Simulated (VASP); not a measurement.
**H: single point with PBE**

H:

```
H
1.0
     1.62789   -2.66157    0.00000
     1.62789    2.66157    0.00000
     0.00000    0.00000    6.25802
H
4
Cartesian
  1.6279 -0.4982 6.1773
  1.6279 0.2505 0.0808
  1.6279 0.4982 3.0483
  1.6279 -0.2505 3.2098
```

This cell differs from its parent crystal: strained and its atoms moved.

```
Program             : VASP 6.6.1
Task                : single point
Functional          : PBE
Potentials or basis : VASP PAW PBE potentials, release 64 (H)
Cutoff              : 500 eV
k mesh              : 8 × 8 × 4
Occupations         : gaussian, width 0.02 eV
Spin                : no spin polarisation
```

The pressure is -0.7 GPa. The largest force is 0.538 eV/Å. The band gap on the k mesh is 8.04 eV, direct.

Forces in eV/Å, atoms in the order of the input:
```
H    0.000  0.523  0.106
H    0.000 -0.527 -0.106
H    0.000 -0.523  0.106
H    0.000  0.527 -0.106
```

Stress tensor (GPa, compression positive):
```
 0.16  0.00  0.00
 0.00 -2.26  0.00
 0.00  0.00 -0.03
```

Levels at points of the mesh, in eV from the valence-band top:
```tsv
k point	band 1	band 2	band 3	band 4	band 5
(0.00, 0.00, 0.00)	-2.12	-1.37	8.93	12.50	16.84
(0.50, 0.00, 0.00)	-0.84	-0.32	8.94	11.16	12.84
(0.50, 0.50, 0.00)	-0.48	0.00	8.04	9.82	13.61
(0.00, 0.00, 0.50)	-1.77	-1.77	10.57	10.57	16.71
(0.50, 0.00, 0.50)	-0.59	-0.59	9.75	9.75	14.41
(0.50, 0.50, 0.50)	-0.25	-0.25	8.73	8.73	14.88
```

Run time: 8.6 s on 1 thread of Intel(R) Xeon(R) 6975P-C (Granite Rapids), on a shared host, peak memory 0.17 GiB.

Caveat: the cell differs from its parent crystal (strained and its atoms moved). A k mesh can miss the band edges.
